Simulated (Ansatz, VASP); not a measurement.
**W in VASP and in Ansatz**

Contents of INCAR:

```
SYSTEM = W
PREC = Accurate
ENCUT = 520
EDIFF = 1E-6
ISMEAR = -1
SIGMA = 0.1
LREAL = .FALSE.
LASPH = .TRUE.
NELM = 100
ALGO = Normal
ISIF = 2
LWAVE = .FALSE.
LCHARG = .FALSE.
GGA = RP
NBANDS = 21
```

The input KPOINTS:

```
regular mesh
0
G
  15 15 7
  0 0 0
```

File POSCAR:

```
W
1.0
    2.7881318843      0.0000000000      0.0000000000
   -1.3940659422      2.4145930409      0.0000000000
    0.0000000000      0.0000000000      4.9744889715
W
2
Direct
    0.3333333333      0.6666666667      0.2500000000
    0.6666666667      0.3333333333      0.7500000000
```

Input for Ansatz:

```yaml
crystal:
  lattice:
    - [2.7881318843, 0.0, 0.0]
    - [-1.3940659422, 2.4145930409, 0.0]
    - [0.0, 0.0, 4.9744889715]
  atoms:
    - { symbol: W, position: [0.3333333333, 0.6666666667, 0.25] }
    - { symbol: W, position: [0.6666666667, 0.3333333333, 0.75] }
hamiltonian:
  xc: rpbe
  pseudopotentials:
    kind: paw
    azcp:
      W: "pseudopotentials/W.paw.azcp"
basis:
  ecutwfc: 420
  fft_grid_basis: typed
kpoints:
  mp_grid: { grid: [15, 15, 7], shift: [0, 0, 0] }
magnetization:
  spin_polarized: false
scf:
  occupations: { method: fermi_dirac, width: 0.1 }
  lower_state_search: "off"
output:
  stress: true
```

Alike in both runs: task single point; functional RPBE; k mesh 15 × 15 × 7; occupations fermi-dirac, width 0.1 eV; no spin polarisation.

```csv
,VASP,Ansatz
version,VASP 6.6.1,Ansatz 0.2.0
potentials or method,"VASP PAW PBE potentials, release 64 (W_sv), cutoff 520 eV","plane waves (420 eV) with PAW, scalar-relativistic"
valence electrons in the cell,28,28
```

VASP gave:

* pressure (GPa): 0.4
* traceless stress, the component that is largest in VASP (GPa): -0.30

Task: What did Ansatz give for the same quantities?

Result: Pressure (GPa): 0.0; traceless stress, the component that is largest in VASP (GPa): -0.19.

VASP's potentials were made for PBE, not for RPBE.

Neither program's run includes spin-orbit coupling.
